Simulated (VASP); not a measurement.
# Sb (P-1) in VASP: single point with PBEsol

Aim: the single point of Sb with PBEsol.

All numbers are computed with VASP 6.6.1; they aren't measurements. Logs are shortened: lines on timing, memory, paths and dates and some standing lists are left out, and cuts for length are marked.

## (1) The cell of the first run

The typed cell holds 2 atoms: a = 3.370 Å, b = 3.413 Å, c = 5.331 Å, α = 90.62°, β = 91.71°, γ = 121.27°.

## (2) Single point, PBEsol (equal xy, yz and zx shear strains of -3 %)

INCAR reads:

```
SYSTEM = Sb
PREC     = Accurate       ! precision mode
ENCUT    = 520            ! plane-wave cutoff, eV
EDIFF    = 1E-6           ! SCF threshold, eV
ISMEAR   = -1             ! smearing method
SIGMA    = 0.05           ! smearing width, eV
LREAL    = .False.        ! projectors in reciprocal space
LASPH    = .True.         ! aspherical terms in the spheres
NELM     = 100            ! most SCF steps
ALGO     = Normal         ! electronic algorithm
ISIF     = 2              ! what is computed and relaxed
LWAVE    = .False.        ! write WAVECAR
LCHARG   = .False.        ! write CHGCAR
GGA      = PS             ! functional
NBANDS   = 12             ! bands
```

KPOINTS reads:

```
Automatic mesh
0
Gamma
  12 12 7
  0 0 0
```

POSCAR reads:

```
Sb
1.0
    3.3690001795     -0.0505350027     -0.0505350027
   -1.7282646859      2.9429072422     -0.0184970948
   -0.0799500000     -0.0799500000      5.3300000000
Sb
2
Direct
    0.3333333333      0.6666666667      0.2500000000
    0.6666666667      0.3333333333      0.7500000000
```

Potentials or basis: VASP PAW PBE potentials, release 64 (Sb).

Launch:

```console
cat potpaw_PBE.64/Sb/POTCAR > POTCAR
mpirun -np 1 vasp_std > vasp.out
```

OUTCAR:

```text
SYSTEM = Sb
   PREC = Accurate
   ENCUT = 520
   EDIFF = 1E-6
   ISMEAR = -1
   LREAL = .False.
   LASPH = .True.
   NELM = 100
   ISIF = 2
   GGA = PS

 ion  position               nearest neighbor table
   1  0.333  0.667  0.250-   2 3.22   2 3.25   2 3.30   2 3.33   2 3.35   2 3.35
   2  0.667  0.333  0.750-   1 3.22   1 3.25   1 3.30   1 3.33   1 3.35   1 3.35

  LATTYP: Found a triclinic cell.
 ALAT       =     3.4129084376
 B/A-ratio  =     2.3502529587
 C/A-ratio  =     0.9873567313
 COS(alpha) =     0.0018751953
 COS(beta)  =     0.5191268021
 COS(gamma) =     0.6400323490

  Lattice vectors:

 A1 = (  -1.7282646859,   2.9429072422,  -0.0184970948)
 A2 = (  -0.0075791923,   5.9152294817,  -5.4175291923)
 A3 = (  -3.3690001795,   0.0505350027,   0.0505350027)

Analysis of symmetry for initial positions (statically):
=====================================================================
 Subroutine PRICEL returns:
 Original cell was already a primitive cell.

 Routine SETGRP: Setting up the symmetry group for a
 triclinic supercell.

 Subroutine GETGRP returns: Found  2 space group operations
 (whereof  2 operations were pure point group operations)
 out of a pool of  2 trial point group operations.

The static configuration has the point symmetry S_2 .

Analysis of symmetry for dynamics (positions and initial velocities):
=====================================================================
 Subroutine PRICEL returns:
 Original cell was already a primitive cell.

 Routine SETGRP: Setting up the symmetry group for a
 triclinic supercell.

 Subroutine GETGRP returns: Found  2 space group operations
 (whereof  2 operations were pure point group operations)
 out of a pool of  2 trial point group operations.

The dynamic configuration has the point symmetry S_2 .

 Subroutine INISYM returns: Found  2 space group operations
 (whereof  2 operations are pure point group operations),
 and found     1 'primitive' translations

----------------------------------------------------------------------------------------

                                     Primitive cell

  volume of cell :      52.3557

  direct lattice vectors                    reciprocal lattice vectors
     3.369000179 -0.050535003 -0.050535003     0.299570544  0.175971953  0.007133137
    -1.728264686  2.942907242 -0.018497095     0.005221819  0.342899450  0.005221819
    -0.079950000 -0.079950000  5.330000000     0.002858422  0.002858422  0.187703013

  length of vectors
     3.369758119  3.412908438  5.331199115     0.347504706  0.342978961  0.187746538

  position of ions in fractional coordinates (direct lattice)
     0.333333333  0.666666667  0.250000000
     0.666666667  0.333333333  0.750000000

  ion indices of the primitive-cell ions
   primitive index   ion index
                 1           1
                 2           2

----------------------------------------------------------------------------------------

 KPOINTS: Automatic mesh

Automatic generation of k-mesh.
 Grid dimensions read from file:
 generate k-points for:   12   12    7

 Generating k-lattice:

  Cartesian coordinates                     Fractional coordinates (reciprocal lattice)
     0.024964212  0.014664329  0.000594428     0.083333333 -0.000000000  0.000000000
     0.000435152  0.028574954  0.000435152     0.000000000  0.083333333  0.000000000
     0.000408346  0.000408346  0.026814716     0.000000000 -0.000000000  0.142857143

  Length of vectors
     0.028958725  0.028581580  0.026820934

  Shift w.r.t. Gamma in fractional coordinates (k-lattice)
     0.000000000  0.000000000  0.000000000

 Subroutine IBZKPT returns following result:
 ===========================================

 Found    506 irreducible k-points:

 Following reciprocal coordinates:
            Coordinates               Weight
  0.000000  0.000000  0.000000      1.000000
  0.083333  0.000000  0.000000      2.000000
  0.166667  0.000000  0.000000      2.000000
  0.250000  0.000000  0.000000      2.000000
  0.333333  0.000000  0.000000      2.000000
  0.416667  0.000000  0.000000      2.000000
[... 16 lines left out ...]
  0.250000  0.166667  0.000000      2.000000
  0.333333  0.166667  0.000000      2.000000
 [... further k-points ...]
   k-points           NKPTS =    506   k-points in BZ     NKDIM =    506   number of bands    NBANDS=     12
   number of dos      NEDOS =    301   number of ions     NIONS =      2
   total plane-waves  NPLWV =  31360
   dimension x,y,z NGX =    28 NGY =   28 NGZ =   40
   dimension x,y,z NGXF=    56 NGYF=   56 NGZF=   80
   ions per type =               2
   NGX,Y,Z   is equivalent  to a cutoff of  13.81, 13.64, 12.47 a.u.
   NGXF,Y,Z  is equivalent  to a cutoff of  27.63, 27.28, 24.95 a.u.
 SYSTEM =  Sb
   PREC   = accura    normal or accurate (medium, high low for compatibility)
   ISTART =      0    job   : 0-new  1-cont  2-samecut
   ICHARG =      2    charge: 1-file 2-atom 10-const
   ISPIN  =      1    spin polarized calculation?
   LNONCOLLINEAR =      F non collinear calculations
   LSORBIT =      F    spin-orbit coupling
   LASPH  =      T    aspherical Exc in radial PAW
   ENCUT  =  520.0 eV  38.22 Ry    6.18 a.u.   6.27  6.35  9.91*2*pi/ulx,y,z
   NELM   =    100;   NELMIN=  2; NELMDL= -5     # of ELM steps
   EDIFF  = 0.1E-05   stopping-criterion for ELM
   LREAL  =      F    real-space projection
   EDIFFG = 0.1E-04   stopping-criterion for IOM
   NSW    =      0    number of steps for IOM
   IBRION =     -1    ionic relax: 0-MD 1-quasi-New 2-CG
   NFREE  =      0    steps in history (QN), initial steepest desc. (CG)
   ISIF   =      2    stress and relaxation
   ISYM   =      2    0-nonsym 1-usesym 2-fastsym
   POTIM  = 0.5000    time-step for ionic-motion
   TEBEG  =    0.0;   TEEND  =   0.0 temperature during run
   PSTRESS=    0.0 pullay stress
   NELECT =      10.0000    total number of electrons
   NUPDOWN=      -1.0000    fix difference up-down
   EMIN   =  10.00;   EMAX   =-10.00  energy-range for DOS
   EFERMI =   0.00;   METHOD = LEGACY
   ISMEAR =    -1;   SIGMA  =   0.05  broadening in eV -4-tet -1-fermi 0-gaus
   EFERMI_NEDOS =   21; number of points for ismear=-14 and -15
   IALGO  =     38    algorithm
   IMIX   =      4    mixing-type and parameters
     AMIX     =   0.40;   BMIX     =  1.00
     AMIX_MAG =   1.60;   BMIX_MAG =  1.00
  volume/ion in A,a.u.               =      26.18       176.66
  Fermi-wavevector in a.u.,A,eV,Ry     =   0.942801  1.781636 12.093874  0.888875
  Thomas-Fermi vector in A             =   2.070447
   LORBIT       =      0    0 simple, 1 ext, 2 COOP (PROOUT), +10 PAW based schemes
   GGA     = PS    functional components
   LHFCALC =     F    Hartree Fock is set to
   AEXX    =    0.0000 exact exchange contribution
   IVDW    =     0    specifies the selected vdW correction
   LEPSILON=     F    determine dielectric tensor
   LRPA    =     F    only Hartree local field effects (RPA)
 non-spin polarized calculation
  energy-cutoff  :      520.00
  volume of cell :       52.36
 maximum number of plane-waves:      1427
 NGX is ok and might be reduce to    28
   NGX = 13   NGY = 13   NGZ = 19

 number of electron      10.0000000 magnetization

 Free energy of the ion-electron system (eV)
  ---------------------------------------------------
  ext. energy  EPLUGINS =         0.00000000
  ---------------------------------------------------
  free energy    TOTEN  =        -8.68193995 eV

  energy without entropy =       -8.67212897  energy(sigma->0) =       -8.67703446

 E-fermi :   8.7725     XC(G=0): -10.4531

 val. band max:        8.7686559042   @ k =   0.0833  -0.4167   0.2857
 cond. band min:       8.7746668719   @ k =  -0.0000   0.1667   0.0000
 fundamental gap:      0.0060109677
 Fermi energy:         8.7725353041

 k-point     1 :       0.0000    0.0000    0.0000
  band No.  band energies     occupation
      1      -4.4205      2.00000
      2      -0.1769      2.00000
      3       2.7923      2.00000
      4      11.8978      0.00000
      5      12.2752      0.00000
      6      13.6589      0.00000
      7      14.0462      0.00000
      8      14.8366      0.00000
      9      16.2139      0.00000
     10      17.6143      0.00000
     11      18.3926      0.00000
     12      18.8905      0.00000

 k-point     2 :       0.0833    0.0000    0.0000
  band No.  band energies     occupation
      1      -4.2944      2.00000
      2      -0.0697      2.00000
      3       2.9263      2.00000
      4      11.0848      0.00000
      5      11.4466      0.00000
      6      13.2621      0.00000
      7      13.8540      0.00000
      8      14.6270      0.00000
      9      16.6997      0.00000
     10      17.3210      0.00000
     11      18.4371      0.00000
     12      19.2886      0.00000

 k-point     3 :       0.1667    0.0000    0.0000
  band No.  band energies     occupation
      1      -3.9172      2.00000
      2       0.2436      2.00000
      3       3.3250      2.00000
      4       8.9845      0.02842
      5      10.5561      0.00000
      6      11.7876      0.00000
      7      13.6922      0.00000
      8      13.9048      0.00000
      9      15.4228      0.00000
     10      18.0901      0.00000
     11      18.2961      0.00000
     12      18.9703      0.00000

 k-point     4 :       0.2500    0.0000    0.0000
  band No.  band energies     occupation
      1      -3.2946      2.00000
      2       0.7239      2.00000
      3       3.9769      2.00000
      4       6.8557      2.00000
      5       9.7346      0.00000
      6      10.0600      0.00000
      7      12.5864      0.00000
      8      13.2345      0.00000
      9      14.1872      0.00000
     10      17.1445      0.00000
     11      17.9443      0.00000
     12      18.4161      0.00000

 k-point     5 :       0.3333    0.0000    0.0000
  band No.  band energies     occupation
      1      -2.4430      2.00000
      2       1.2151      2.00000
      3       4.8533      2.00000
      4       5.0912      2.00000
      5       8.3028      1.99983
      6       9.1009      0.00281
      7      11.0205      0.00000
      8      12.7210      0.00000
      9      13.3504      0.00000
     10      16.5148      0.00000
     11      17.5032      0.00000
     12      17.9534      0.00000
[... 228 lines left out ...]
      1      -3.5503      2.00000
      2       0.5318      2.00000
      3       3.7087      2.00000
      4       7.6365      2.00000
      5       9.4046      0.00001
      6      11.3759      0.00000
      7      12.9252      0.00000
      8      13.2642      0.00000
      9      15.3640      0.00000
     10      17.0562      0.00000
     11      17.4836      0.00000
     12      18.6792      0.00000

 k-point    22 :       0.1667    0.1667    0.0000
  band No.  band energies     occupation
      1      -2.9261      2.00000
      2       0.9741      2.00000
      3       4.3604      2.00000
      4       6.5383      2.00000
      5       7.5917      2.00000
      6      10.5533      0.00000
      7      11.6315      0.00000
      8      12.1121      0.00000
      9      15.5876      0.00000
     10      16.3279      0.00000
     11      17.0055      0.00000
     12      19.0016      0.00000

 k-point    23 :       0.2500    0.1667    0.0000
  band No.  band energies     occupation
      1      -2.0787      2.00000
      2       1.3756      2.00000
      3       5.2245      2.00000
      4       5.3370      2.00000
      5       6.4750      2.00000
      6       9.1293      0.00159
      7      10.7064      0.00000
      8      10.8106      0.00000
      9      14.4357      0.00000
     10      15.9851      0.00000
     11      18.6045      0.00000
     12      19.6003      0.00000

 k-point    24 :       0.3333    0.1667    0.0000
  band No.  band energies     occupation
      1      -1.0712      2.00000
      2       1.2458      2.00000
      3       4.6121      2.00000
      4       5.9793      2.00000
      5       6.3219      2.00000
      6       7.6856      2.00000
      7       9.4409      0.00000
      8      10.2340      0.00000
      9      13.7751      0.00000
     10      15.6944      0.00000
     11      19.7181      0.00000
     12      20.1613      0.00000

 [... further k-points ...]
[... 5 lines left out ...]
  --------------------------------------------------------------------------------------
  -------------------------------------------------------------------------------------
  Total        0.0090695      0.1054538     -0.2179118     -0.1276856      0.0763974      0.0628395
  in kB        0.2775434      3.2270754     -6.6684920     -3.9074085      2.3378974      1.9230021
  external PRESSURE =      -1.0546244 kB  Pullay stress =       0.0000000 kB

 VOLUME and BASIS-vectors are now :
 -----------------------------------------------------------------------------
  energy-cutoff  :      520.00
  volume of cell :       52.36
      direct lattice vectors                 reciprocal lattice vectors
     3.369000179 -0.050535003 -0.050535003     0.299570544  0.175971953  0.007133137
    -1.728264686  2.942907242 -0.018497095     0.005221819  0.342899450  0.005221819
    -0.079950000 -0.079950000  5.330000000     0.002858422  0.002858422  0.187703013

 POSITION                                       TOTAL-FORCE (eV/Angst)
 -----------------------------------------------------------------------------------
     -0.04916      1.92511      1.30332         0.045587     -0.003057     -0.000527
      1.60995      0.88732      3.95764        -0.045587      0.003057      0.000527
 -----------------------------------------------------------------------------------
    total drift:                                0.000000     -0.000000     -0.000000

  FREE ENERGIE OF THE ION-ELECTRON SYSTEM (eV)
  ---------------------------------------------------
  free  energy   TOTEN  =        -8.6819399521 eV

  energy  without entropy=       -8.6721289713  energy(sigma->0) =       -8.67703446
```

It took 70 s on 1 thread of Intel Xeon 6975P-C (Granite Rapids), shared host; peak memory 0.39 GiB.

What came out:

```
Free energy            : -8.6819 eV
Pressure               : -0.1 GPa
Largest force          : 0.046 eV/Å
Band gap on the k mesh : zero (band 5 reaches 12.53 eV, above the bottom of band 6 at 5.81 eV)
```

Forces on the atoms (eV/Å):
```
Sb   0.046 -0.003 -0.001
Sb  -0.046  0.003  0.001
```

Stress tensor (GPa, compression positive):
```
 0.03 -0.39  0.19
-0.39  0.32  0.23
 0.19  0.23 -0.67
```

Caveat: the cell differs from its parent crystal (equal xy, yz and zx shear strains of -3 %); the PAW data sets were made with another functional, which shifts forces and pressure a little; spin-orbit coupling is left out, which moves the levels of the heavy elements.
